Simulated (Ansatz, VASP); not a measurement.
**SrO: VASP beside Ansatz**

```xyz
4
Lattice="4.2269 0.0000 0.0000 -2.1134 3.6606 0.0000 0.0000 0.0000 5.0925" Properties=species:S:1:pos:R:3 pbc="T T T"
Sr    0.0000    2.4404    4.7742
Sr    2.1134    1.2202    2.2280
O     0.0000    2.4404    2.2280
O     2.1134    1.2202    4.7742
```

Alike in both runs: task single point; functional r2SCAN; k mesh 6 × 6 × 4; no spin polarisation.

|  | VASP | Ansatz |
| --- | --- | --- |
| version | VASP 6.6.1 | Ansatz 0.2.0 |
| potentials or method | VASP PAW PBE potentials, release 64 (Sr_sv, O) | plane waves, PAW |
| plane-wave cutoff (eV) | 520 | 500 |
| occupations | gaussian, width 0.01 eV | fixed |
| valence electrons in the cell | 32 | 32 |

Ansatz gave:

| Quantity | Value |
| --- | --- |
| gap on the k mesh at the Fermi level (eV) | 3.13 |
| pressure (GPa) | 2.5 |
| traceless stress, the component that is largest in VASP (GPa) | 0.19 |

Q: Estimate VASP's values.

A: gap on the k mesh at the Fermi level (eV): 3.12; pressure (GPa): 3.0; traceless stress, the component that is largest in VASP (GPa): 0.19.

VASP's potentials were made for PBE, not for r2SCAN.
